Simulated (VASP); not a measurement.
Here is a VASP 6.6.1 calculation.

The input INCAR:

```
  PREC = Accurate
  ENCUT = 520
  EDIFF = 1E-8
  ISMEAR = -1
  SIGMA = 0.02
  LREAL = F
  LASPH = T
  NELM = 100
  ALGO = Normal
  ISIF = 2
  LWAVE = F
  LCHARG = F
  GGA = PE
  LEFG = T
  NBANDS = 17
```

File KPOINTS:

```
regular mesh
0
Gamma
  9 9 9
```

File POSCAR:

```
SnSe
1.0
    0.0000000000      3.0100000000      3.0702000000
    3.0100000000      0.0000000000      3.0702000000
    3.0100000000      3.0100000000      0.0000000000
Sn Se
1 1
Direct
    0.0000000000      0.0000000000      0.0000000000
    0.5000000000      0.5000000000      0.5000000000
```

Potentials or basis: VASP PAW PBE potentials, release 64 (Sn_d, Se).

Command:

```bash
$ cat potpaw_PBE.64/Sn_d/POTCAR potpaw_PBE.64/Se/POTCAR > POTCAR
$ mpirun -np 1 vasp_std > vasp.out
```

(1) Predict the band gap on the k mesh.

(2) Predict the pressure.

## Answers

(1) 0.58 eV (least direct gap 0.62 eV).

(2) 0.1 GPa.

Caveat: the cell differs from its parent crystal (zz strain of +2 %); without QUAD_EFG the Cq values of the log hold for a quadrupole moment of 1 mb, not for the nuclei; spin-orbit coupling is left out, which moves the levels of the heavy elements; an odd mesh through Γ misses points on the zone boundary, where band edges can lie.
